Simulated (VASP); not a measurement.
Set up this calculation in VASP 6.6.1, as the native input.

| Quantity | Value |
| --- | --- |
| Task | single point |
| Functional | PBE |
| Potentials or basis | VASP PAW PBE potentials, release 64 (Ru_pv) |
| Cutoff | 520 eV |
| k mesh | 21 × 21 × 12 |
| Occupations | gaussian, width 0.15 eV |
| Spin | no spin polarisation |
| Dipole correction | no |
| Further INCAR settings | ALGO = Fast; EDIFF = 1e-07; NBANDS = 21 |

The structure of Ru lies in POSCAR:

```
Ru
1.0
    2.6582400421      0.0000000000      0.0000000000
   -1.3291200211      2.3021034058      0.0000000000
    0.0000000000      0.0000000000      5.0376307038
Ru
2
Direct
    0.3333333333      0.6666666667      0.2500000000
    0.6666666667      0.3333333333      0.7500000000
```

This cell differs from its parent crystal: volume 15.414 Å^3 an atom, c/a of the conventional cell 1.8951.

The input as run:

INCAR

```
SYSTEM = Ru
PREC = Accurate ; ENCUT = 520
EDIFF = 1E-7 ; ISMEAR = 0
SIGMA = 0.15 ; LREAL = .FALSE.
LASPH = .TRUE. ; NELM = 100
ALGO = Fast ; ISIF = 2
LWAVE = .FALSE. ; LCHARG = .FALSE.
GGA = PE ; NBANDS = 21
```

KPOINTS

```
Automatic mesh
0
G
  21 21 12
  0 0 0
```

Potentials or basis: VASP PAW PBE potentials, release 64 (Ru_pv).

Command:

```sh
$ cat potpaw_PBE.64/Ru_pv/POTCAR > POTCAR
$ mpirun -np 1 vasp_std > vasp.out
```

Results of the run:

| Item | Value |
| --- | --- |
| Pressure | -18.4 GPa |
| Band gap on the k mesh | zero (band 14 reaches 11.71 eV, above the bottom of band 15 at 9.73 eV) |

Wall time 90 s on 1 thread of Intel(R) Xeon(R) 6975P-C (Granite Rapids), with other jobs on the host, peak memory 0.27 GiB.
